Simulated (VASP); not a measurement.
# Cs4In (P-43m) in VASP: notebook

Cs4In is run at these levels: PBE; tasks: single point.

Program: VASP 6.6.1. These are calculated values, not measurements. Logs are shortened: lines on timing, memory, paths and dates and some standing lists are left out, and cuts for length are marked.

## (1) The cell of the first run

It takes space group P-43m (No. 215, cubic). Conventional cell: a = 6.603 Å, b = 6.603 Å, c = 6.603 Å, α = 90.00°, β = 90.00°, γ = 90.00°. Cs (site symmetry 3m) has 1 In at 2.79 Å within 3.7 Å. In (site symmetry -43m) has 4 Cs at 2.79 Å within 3.7 Å.

The cell was generated, and may not be a known phase.

## (2) Single point, PBE

File INCAR:

```
  ALGO = Fast
  EDIFF = 1E-6
  ENCUT = 520
  GGA = PE
  ISIF = 2
  ISMEAR = 0
  LASPH = T
  LCHARG = F
  LREAL = F
  LWAVE = F
  NBANDS = 32
  NELM = 60
  PREC = Accurate
  SIGMA = 0.1
```

File KPOINTS:

```
k-points
0
Gamma
  4 4 4
```

File POSCAR:

```
Cs4In
1.0
    6.6028809300      0.0000000000      0.0000000000
    0.0000000000      6.6028809300      0.0000000000
    0.0000000000      0.0000000000      6.6028809300
Cs In
4 1
Direct
    0.2437810800      0.7562189200      0.7562189200
    0.7562189200      0.2437810800      0.7562189200
    0.7562189200      0.7562189200      0.2437810800
    0.2437810800      0.2437810800      0.2437810800
    0.0000000000      0.0000000000      0.0000000000
```

Potentials or basis: VASP PAW PBE potentials, release 64 (Cs_sv, In_d).

Started as:

```
> cat potpaw_PBE.64/Cs_sv/POTCAR potpaw_PBE.64/In_d/POTCAR > POTCAR
> mpirun -np 1 vasp_std > vasp.out
```

OUTCAR:

```text
EDIFF = 1E-6
   ENCUT = 520
   GGA = PE
   ISIF = 2
   ISMEAR = 0
   LASPH = T
   LREAL = F
   NELM = 60
   PREC = Accurate

 ion  position               nearest neighbor table
   1  0.244  0.756  0.756-   5 2.79
   2  0.756  0.244  0.756-   5 2.79
   3  0.756  0.756  0.244-   5 2.79
   4  0.244  0.244  0.244-   5 2.79
   5  0.000  0.000  0.000-   1 2.79   2 2.79   3 2.79   4 2.79

  LATTYP: Found a simple cubic cell.
 ALAT       =     6.6028809300

  Lattice vectors:

 A1 = (   6.6028809300,   0.0000000000,   0.0000000000)
 A2 = (   0.0000000000,   6.6028809300,   0.0000000000)
 A3 = (   0.0000000000,   0.0000000000,   6.6028809300)

Analysis of symmetry for initial positions (statically):
=====================================================================
 Subroutine PRICEL returns:
 Original cell was already a primitive cell.

 Routine SETGRP: Setting up the symmetry group for a
 simple cubic supercell.

 Subroutine GETGRP returns: Found 24 space group operations
 (whereof 24 operations were pure point group operations)
 out of a pool of 48 trial point group operations.

The static configuration has the point symmetry T_d .

Analysis of symmetry for dynamics (positions and initial velocities):
=====================================================================
 Subroutine PRICEL returns:
 Original cell was already a primitive cell.

 Routine SETGRP: Setting up the symmetry group for a
 simple cubic supercell.

 Subroutine GETGRP returns: Found 24 space group operations
 (whereof 24 operations were pure point group operations)
 out of a pool of 48 trial point group operations.

The dynamic configuration has the point symmetry T_d .

 Subroutine INISYM returns: Found 24 space group operations
 (whereof 24 operations are pure point group operations),
 and found     1 'primitive' translations

----------------------------------------------------------------------------------------

                                     Primitive cell

  volume of cell :     287.8726

  direct lattice vectors                    reciprocal lattice vectors
     6.602880930  0.000000000  0.000000000     0.151449043  0.000000000  0.000000000
     0.000000000  6.602880930  0.000000000     0.000000000  0.151449043  0.000000000
     0.000000000  0.000000000  6.602880930     0.000000000  0.000000000  0.151449043

  length of vectors
     6.602880930  6.602880930  6.602880930     0.151449043  0.151449043  0.151449043

  position of ions in fractional coordinates (direct lattice)
     0.243781080  0.756218920  0.756218920
     0.756218920  0.243781080  0.756218920
     0.756218920  0.756218920  0.243781080
     0.243781080  0.243781080  0.243781080
     0.000000000  0.000000000  0.000000000

  ion indices of the primitive-cell ions
   primitive index   ion index
                 1           1
                 2           2
                 3           3
                 4           4
                 5           5

----------------------------------------------------------------------------------------

 KPOINTS: k-points

Automatic generation of k-mesh.
 Grid dimensions read from file:
 generate k-points for:    4    4    4

 Generating k-lattice:

  Cartesian coordinates                     Fractional coordinates (reciprocal lattice)
     0.037862261  0.000000000  0.000000000     0.250000000  0.000000000  0.000000000
     0.000000000  0.037862261  0.000000000     0.000000000  0.250000000  0.000000000
     0.000000000  0.000000000  0.037862261     0.000000000  0.000000000  0.250000000

  Length of vectors
     0.037862261  0.037862261  0.037862261

  Shift w.r.t. Gamma in fractional coordinates (k-lattice)
     0.000000000  0.000000000  0.000000000

 Subroutine IBZKPT returns following result:
 ===========================================

 Found     10 irreducible k-points:

 Following reciprocal coordinates:
            Coordinates               Weight
  0.000000  0.000000  0.000000      1.000000
  0.250000  0.000000  0.000000      6.000000
  0.500000  0.000000  0.000000      3.000000
  0.250000  0.250000  0.000000     12.000000
  0.500000  0.250000  0.000000     12.000000
  0.500000  0.500000  0.000000      3.000000
  0.250000  0.250000  0.250000      8.000000
  0.500000  0.250000  0.250000     12.000000
  0.500000  0.500000  0.250000      6.000000
  0.500000  0.500000  0.500000      1.000000
   k-points           NKPTS =     10   k-points in BZ     NKDIM =     10   number of bands    NBANDS=     32
   number of dos      NEDOS =    301   number of ions     NIONS =      5
   total plane-waves  NPLWV = 125000
   dimension x,y,z NGX =    50 NGY =   50 NGZ =   50
   dimension x,y,z NGXF=   100 NGYF=  100 NGZF=  100
   ions per type =               4   1
   NGX,Y,Z   is equivalent  to a cutoff of  12.59, 12.59, 12.59 a.u.
   NGXF,Y,Z  is equivalent  to a cutoff of  25.18, 25.18, 25.18 a.u.
 SYSTEM =  unknown system
   PREC   = accura    normal or accurate (medium, high low for compatibility)
   ISTART =      0    job   : 0-new  1-cont  2-samecut
   ICHARG =      2    charge: 1-file 2-atom 10-const
   ISPIN  =      1    spin polarized calculation?
   LNONCOLLINEAR =      F non collinear calculations
   LSORBIT =      F    spin-orbit coupling
   LASPH  =      T    aspherical Exc in radial PAW
   ENCUT  =  520.0 eV  38.22 Ry    6.18 a.u.  12.28 12.28 12.28*2*pi/ulx,y,z
   NELM   =     60;   NELMIN=  2; NELMDL= -5     # of ELM steps
   EDIFF  = 0.1E-05   stopping-criterion for ELM
   LREAL  =      F    real-space projection
   EDIFFG = 0.1E-04   stopping-criterion for IOM
   NSW    =      0    number of steps for IOM
   IBRION =     -1    ionic relax: 0-MD 1-quasi-New 2-CG
   NFREE  =      0    steps in history (QN), initial steepest desc. (CG)
   ISIF   =      2    stress and relaxation
   ISYM   =      2    0-nonsym 1-usesym 2-fastsym
   POTIM  = 0.5000    time-step for ionic-motion
   TEBEG  =    0.0;   TEEND  =   0.0 temperature during run
   PSTRESS=    0.0 pullay stress
   NELECT =      49.0000    total number of electrons
   NUPDOWN=      -1.0000    fix difference up-down
   EMIN   =  10.00;   EMAX   =-10.00  energy-range for DOS
   EFERMI =   0.00;   METHOD = LEGACY
   ISMEAR =     0;   SIGMA  =   0.10  broadening in eV -4-tet -1-fermi 0-gaus
   EFERMI_NEDOS =   21; number of points for ismear=-14 and -15
   IALGO  =     68    algorithm
   IMIX   =      4    mixing-type and parameters
     AMIX     =   0.40;   BMIX     =  1.00
     AMIX_MAG =   1.60;   BMIX_MAG =  1.00
  volume/ion in A,a.u.               =      57.57       388.53
  Fermi-wavevector in a.u.,A,eV,Ry     =   0.907277  1.714506 11.199665  0.823152
  Thomas-Fermi vector in A             =   2.031065
   LORBIT       =      0    0 simple, 1 ext, 2 COOP (PROOUT), +10 PAW based schemes
   GGA     = PE    functional components
   LHFCALC =     F    Hartree Fock is set to
   AEXX    =    0.0000 exact exchange contribution
   IVDW    =     0    specifies the selected vdW correction
   LEPSILON=     F    determine dielectric tensor
   LRPA    =     F    only Hartree local field effects (RPA)
 non-spin polarized calculation
 RMM-DIIS sequential band-by-band and
 Gauss-broadening in eV      SIGMA  =   0.10
  energy-cutoff  :      520.00
  volume of cell :      287.87
 maximum number of plane-waves:      7809
 NGX is ok and might be reduce to    50
   NGX = 25   NGY = 25   NGZ = 25

 number of electron      49.0000020 magnetization

 Free energy of the ion-electron system (eV)
  ---------------------------------------------------
  ext. energy  EPLUGINS =         0.00000000
  ---------------------------------------------------
  free energy    TOTEN  =        -0.55884646 eV

  energy without entropy =       -0.51744083  energy(sigma->0) =       -0.53814365

 E-fermi :   2.3637     XC(G=0):  -7.1885

 val. band max:        2.3473395135   @ k =   0.5000   0.2500   0.0000
 cond. band min:       2.4514193972   @ k =   0.5000   0.0000   0.0000
 fundamental gap:      0.1040798837
 Fermi energy:         2.3637371361

 k-point     1 :       0.0000    0.0000    0.0000
  band No.  band energies     occupation
      1     -20.9519      2.00000
      2     -20.8748      2.00000
      3     -20.8748      2.00000
      4     -20.8748      2.00000
      5     -12.9385      2.00000
      6     -12.9385      2.00000
[... 24 lines left out ...]
     31       4.4640      0.00000
     32       4.6665      0.00000

 k-point     2 :       0.2500    0.0000    0.0000
  band No.  band energies     occupation
      1     -20.9416      2.00000
      2     -20.8853      2.00000
      3     -20.8748      2.00000
      4     -20.8748      2.00000
      5     -12.9402      2.00000
      6     -12.9383      2.00000
[... 24 lines left out ...]
     31       4.4766      0.00000
     32       4.5022      0.00000

 k-point     3 :       0.5000    0.0000    0.0000
  band No.  band energies     occupation
      1     -20.9235      2.00000
      2     -20.9035      2.00000
      3     -20.8747      2.00000
      4     -20.8747      2.00000
      5     -12.9418      2.00000
      6     -12.9380      2.00000
[... 24 lines left out ...]
     31       4.2961      0.00000
     32       4.2972      0.00000

 k-point     4 :       0.2500    0.2500    0.0000
  band No.  band energies     occupation
      1     -20.9327      2.00000
      2     -20.8844      2.00000
      3     -20.8831      2.00000
      4     -20.8761      2.00000
      5     -12.9402      2.00000
      6     -12.9388      2.00000
[... 164 lines left out ...]
     31       4.4582      0.00000
     32       4.5263      0.00000

 k-point     9 :       0.5000    0.5000    0.2500
  band No.  band energies     occupation
      1     -20.9045      2.00000
      2     -20.8913      2.00000
      3     -20.8913      2.00000
      4     -20.8885      2.00000
      5     -12.9387      2.00000
      6     -12.9386      2.00000
[... 24 lines left out ...]
     31       4.4436      0.00000
     32       4.4571      0.00000

 k-point    10 :       0.5000    0.5000    0.5000
  band No.  band energies     occupation
      1     -20.9016      2.00000
      2     -20.8912      2.00000
      3     -20.8912      2.00000
      4     -20.8912      2.00000
      5     -12.9381      2.00000
      6     -12.9381      2.00000
[... 24 lines left out ...]
     31       4.5318      0.00000
     32       4.5319      0.00000

------------------------ aborting loop because EDIFF is reached ----------------------------------------

  FORCE on cell =-STRESS in cart. coord.  units (eV):
  Direction    XX          YY          ZZ          XY          YZ          ZX
  --------------------------------------------------------------------------------------
  -------------------------------------------------------------------------------------
  Total       14.6901783     14.6901783     14.6901783     -0.0000000     -0.0000000      0.0000000
  in kB       81.7593167     81.7593167     81.7593167     -0.0000000     -0.0000000      0.0000000
  external PRESSURE =      81.7593167 kB  Pullay stress =       0.0000000 kB

 VOLUME and BASIS-vectors are now :
 -----------------------------------------------------------------------------
  energy-cutoff  :      520.00
  volume of cell :      287.87
      direct lattice vectors                 reciprocal lattice vectors
     6.602880930  0.000000000  0.000000000     0.151449043  0.000000000  0.000000000
     0.000000000  6.602880930  0.000000000     0.000000000  0.151449043  0.000000000
     0.000000000  0.000000000  6.602880930     0.000000000  0.000000000  0.151449043

 POSITION                                       TOTAL-FORCE (eV/Angst)
 -----------------------------------------------------------------------------------
      1.60966      4.99322      4.99322         2.164243     -2.164243     -2.164243
      4.99322      1.60966      4.99322        -2.164243      2.164243     -2.164243
      4.99322      4.99322      1.60966        -2.164243     -2.164243      2.164243
      1.60966      1.60966      1.60966         2.164243      2.164243      2.164243
      0.00000      0.00000      0.00000         0.000000      0.000000      0.000000
 -----------------------------------------------------------------------------------
    total drift:                                0.000000      0.000000      0.000000

  FREE ENERGIE OF THE ION-ELECTRON SYSTEM (eV)
  ---------------------------------------------------
  free  energy   TOTEN  =        -0.5588464627 eV

  energy  without entropy=       -0.5174408322  energy(sigma->0) =       -0.53814365
```

Wall time 94 s (1 thread of Oxide Virtual Turin-like, shared host); peak memory 0.34 GiB.

What came out:

- Free energy: -0.5588 eV
- Pressure: 8.2 GPa
- Largest force: 3.749 eV/Å
- Band gap on the k mesh: zero (an odd number of electrons rules out a gap without spin polarisation)

Forces on the atoms (eV/Å):
```
Cs   2.164 -2.164 -2.164
Cs  -2.164  2.164 -2.164
Cs  -2.164 -2.164  2.164
Cs   2.164  2.164  2.164
In   0.000  0.000  0.000
```

Caveat: the cell stands under pressure; spin-orbit coupling is left out, which moves the levels of the heavy elements; forces of over 1 eV/Å act on the atoms, so gaps and moduli don't describe the material at rest.

## (3) Single point, PBE

This run uses another cell than the first one, of 90.68 Å³/atom.

File INCAR:

```
SYSTEM = Cs4In
PREC = Accurate
ENCUT = 520
EDIFF = 1E-7
ISMEAR = 0
SIGMA = 0.1
LREAL = .False.
LASPH = .True.
NELM = 60
ALGO = Fast
ISIF = 2
LWAVE = .False.
LCHARG = .False.
GGA = PE
NBANDS = 32
```

File KPOINTS:

```
Automatic mesh
0
Gamma
  4 4 4
  0 0 0
```

File POSCAR:

```
Cs4In
1.0
    7.6822850839      0.0000000000      0.0000000000
    0.0000000000      7.6822850839      0.0000000000
    0.0000000000      0.0000000000      7.6822850839
Cs In
4 1
Direct
    0.2726548368      0.7273451632      0.7273451632
    0.7273451632      0.2726548368      0.7273451632
    0.7273451632      0.7273451632      0.2726548368
    0.2726548368      0.2726548368      0.2726548368
    0.0000000000      0.0000000000      0.0000000000
```

Potentials or basis: VASP PAW PBE potentials, release 64 (Cs_sv, In_d).

Started as:

```
> cat potpaw_PBE.64/Cs_sv/POTCAR potpaw_PBE.64/In_d/POTCAR > POTCAR
> mpirun -np 1 vasp_std > vasp.out
```

OUTCAR:

```text
SYSTEM = Cs4In
   PREC = Accurate
   ENCUT = 520
   EDIFF = 1E-7
   ISMEAR = 0
   LREAL = .False.
   LASPH = .True.
   NELM = 60
   ISIF = 2
   GGA = PE

 ion  position               nearest neighbor table
   1  0.273  0.727  0.727-
   2  0.727  0.273  0.727-
   3  0.727  0.727  0.273-
   4  0.273  0.273  0.273-
   5  0.000  0.000  0.000-

  LATTYP: Found a simple cubic cell.
 ALAT       =     7.6822850839

  Lattice vectors:

 A1 = (   7.6822850839,   0.0000000000,   0.0000000000)
 A2 = (   0.0000000000,   7.6822850839,   0.0000000000)
 A3 = (   0.0000000000,   0.0000000000,   7.6822850839)

Analysis of symmetry for initial positions (statically):
=====================================================================
 Subroutine PRICEL returns:
 Original cell was already a primitive cell.

 Routine SETGRP: Setting up the symmetry group for a
 simple cubic supercell.

 Subroutine GETGRP returns: Found 24 space group operations
 (whereof 24 operations were pure point group operations)
 out of a pool of 48 trial point group operations.
[... 155 lines left out ...]

 E-fermi :   0.7627     XC(G=0):  -5.8438

 val. band max:        0.7602482656   @ k =   0.5000   0.2500   0.2500
 cond. band min:       0.8228943890   @ k =   0.2500   0.2500   0.0000
 fundamental gap:      0.0626461234
 Fermi energy:         0.7627169125

 k-point     1 :       0.0000    0.0000    0.0000
  band No.  band energies     occupation
      1     -22.7915      2.00000
      2     -22.7783      2.00000
      3     -22.7783      2.00000
      4     -22.7783      2.00000
      5     -13.8611      2.00000
      6     -13.8611      2.00000
[... 339 lines left out ...]
     31       2.6374      0.00000
     32       2.6374      0.00000

------------------------ aborting loop because EDIFF is reached ----------------------------------------

  FORCE on cell =-STRESS in cart. coord.  units (eV):
  Direction    XX          YY          ZZ          XY          YZ          ZX
  --------------------------------------------------------------------------------------
  -------------------------------------------------------------------------------------
  Total        0.6549986      0.6549986      0.6549986      0.0000000      0.0000000      0.0000000
  in kB        2.3146200      2.3146200      2.3146200      0.0000000      0.0000000      0.0000000
  external PRESSURE =       2.3146200 kB  Pullay stress =       0.0000000 kB

 VOLUME and BASIS-vectors are now :
 -----------------------------------------------------------------------------
  energy-cutoff  :      520.00
  volume of cell :      453.39
      direct lattice vectors                 reciprocal lattice vectors
     7.682285084  0.000000000  0.000000000     0.130169603  0.000000000  0.000000000
     0.000000000  7.682285084  0.000000000     0.000000000  0.130169603  0.000000000
     0.000000000  0.000000000  7.682285084     0.000000000  0.000000000  0.130169603

 POSITION                                       TOTAL-FORCE (eV/Angst)
 -----------------------------------------------------------------------------------
      2.09461      5.58767      5.58767         0.023501     -0.023501     -0.023501
      5.58767      2.09461      5.58767        -0.023501      0.023501     -0.023501
      5.58767      5.58767      2.09461        -0.023501     -0.023501      0.023501
      2.09461      2.09461      2.09461         0.023501      0.023501      0.023501
      0.00000      0.00000      0.00000         0.000000     -0.000000     -0.000000
 -----------------------------------------------------------------------------------
    total drift:                               -0.000000     -0.000000     -0.000000

  FREE ENERGIE OF THE ION-ELECTRON SYSTEM (eV)
  ---------------------------------------------------
  free  energy   TOTEN  =        -5.1318286298 eV

  energy  without entropy=       -5.0959780151  energy(sigma->0) =       -5.11390332
```

stdout:

```text
POSCAR found type information on POSCAR CsIn
 POSCAR found :  2 types and       5 ions
 scaLAPACK will be used
 LDA part: xc-table for (Slater+PW92), standard interpolation
 POSCAR, INCAR and KPOINTS ok, starting setup
 FFT: planning ... GRIDC
 FFT: planning ... GRID_SOFT
 FFT: planning ... GRID
 WAVECAR not read
 entering main loop
```

Wall time 3.7 min (1 thread of Oxide Virtual Turin-like, shared host); peak memory 0.52 GiB.

What came out:

```yaml
Free_energy: -5.1318 eV
Pressure: 0.2 GPa
Largest_force: 0.041 eV/Å
Band_gap_on_the_k_mesh: zero (an odd number of electrons rules out a gap without spin polarisation)
```

Forces in eV/Å, atoms in the order of the input:
```
Cs   0.024 -0.024 -0.024
Cs  -0.024  0.024 -0.024
Cs  -0.024 -0.024  0.024
Cs   0.024  0.024  0.024
In   0.000  0.000  0.000
```

Caveat: spin-orbit coupling is left out, which moves the levels of the heavy elements.

The gap in the log of VASP goes by the Fermi energy; the results here count the filled bands.